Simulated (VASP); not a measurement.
Crystal: La.

```
CELL_PARAMETERS angstrom
-2.10958 2.10958 2.10958
2.10958 -2.10958 2.10958
2.10958 2.10958 -2.10958
ATOMIC_POSITIONS crystal
La 0.00000 0.00000 0.00000
```

This cell differs from its parent crystal: volume scaled by 0.98.

Base run:

```yaml
Program: VASP 6.6.1
Functional: PBEsol
Potentials_or_basis: VASP PAW PBE potentials, release 64 (La)
Cutoff: 520 eV
k_mesh: 9 × 9 × 9
Occupations: fermi-dirac, width 0.05 eV
Spin: no spin polarisation
```

Its results: pressure -2.1 GPa.

Problem. After a change of settings the same cell gave: pressure -3.5 GPa. Which change was it?
A. functional from PBEsol to PBE; further incar settings from ALGO = Normal; EDIFF = 1e-07; NBANDS = 12 to ALGO = Fast; EDIFF = 1e-07; NBANDS = 12
B. functional from PBEsol to LDA; potentials or basis from VASP PAW PBE potentials, release 64 (La) to VASP PAW LDA potentials, release 64 (La)
C. functional from PBEsol to r2SCAN; further incar settings from ALGO = Normal; EDIFF = 1e-07; NBANDS = 12 to ALGO = Normal; EDIFF = 1e-06; NBANDS = 12
D. further incar settings from ALGO = Normal; EDIFF = 1e-07; NBANDS = 12 to ALGO = Fast; EDIFF = 1e-06; NBANDS = 12

Solution. B.

Caveats: the PAW data sets were made with another functional, which shifts forces and pressure a little (some runs).
